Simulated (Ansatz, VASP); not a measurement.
# One calculation of HfO2, two programs

```
Hf O
1.0
    -2.00929    2.00929    5.32271
     2.00929   -2.00929    5.32271
     2.00929    2.00929   -5.32271
Hf O
2 4
Direct
  0.00000 0.00000 0.00000
  0.75000 0.25000 0.50000
  0.79829 0.79829 0.00000
  0.95171 0.45171 0.50000
  0.54829 0.04829 0.50000
  0.20171 0.20171 0.00000
```

Alike in both runs: task relaxation of cell and atoms; functional PBE; k mesh 8 × 8 × 8; occupations gaussian, width 0.02 eV; no spin polarisation.

|  | VASP | Ansatz |
| --- | --- | --- |
| version | VASP 6.6.1 | Ansatz 0.2.0 |
| potentials or method | VASP PAW PBE potentials, release 64 (Hf_pv, O), cutoff 600 eV | scalar-relativistic, plane waves, PAW |
| valence electrons in the cell | 44 | 76 |

|  | VASP | Ansatz | Ansatz less VASP |
| --- | --- | --- | --- |
| gap on the k mesh at the Fermi level, each at its own relaxed structure (eV) | 4.44 | 4.43 | -0.017 |
| relaxed volume (Å³/atom) | 14.13 | 14.33 | +0.192 |
| relaxed cell length with the largest relative difference (Å) | 5.998 | 6.034 | +0.0354 |

VASP's potentials hold 44 valence electrons a cell and Ansatz's 76, so a difference there can come from the potentials and not from the codes.

Neither program's run includes spin-orbit coupling.
